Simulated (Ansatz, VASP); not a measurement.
## One calculation of AlCo, two programs

```xyz
2
Lattice="2.8194 0.0000 0.0000 0.0000 2.8194 0.0000 0.0000 0.0000 2.8194" Properties=species:S:1:pos:R:3 pbc="T T T"
Al    0.0000    0.0000    0.0000
Co    1.1097    1.4097    1.4097
```

Change from the starting cell: all Co atoms moved -0.300 Å, as atom 2 along Cartesian [1 0 0].

Alike in both runs: task single point; functional PBEsol; k mesh 16 × 16 × 16; occupations gaussian, width 0.15 eV; no spin polarisation.

```csv
,VASP,Ansatz
version,VASP 6.6.1,Ansatz 0.2.0
potentials or method,"VASP PAW PBE potentials, release 64 (Al, Co), cutoff 520 eV","scalar-relativistic, plane waves, PAW"
valence electrons in the cell,12,20
```

|  | VASP | Ansatz | Ansatz less VASP |
| --- | --- | --- | --- |
| gap on the k mesh at the Fermi level (eV) | none | none | - |
| pressure (GPa) | 8.1 | 7.9 | -0.17 |
| traceless stress, the component that is largest in VASP (GPa) | -4.19 | -4.12 | +0.073 |
| rms of the force components (eV/Å) | 1.373 | 1.365 | -0.0074 |

VASP's potentials were made for PBE, not for PBEsol. Atom by atom the forces differ by 0.007 eV/Å (rms over components). A gap of «none» marks a metal or a gap that the smearing closes. The functional is the same, so the differences come from potentials, cutoffs and numerics. VASP's potentials hold 12 valence electrons a cell and Ansatz's 20, so a difference there can come from the potentials and not from the codes.
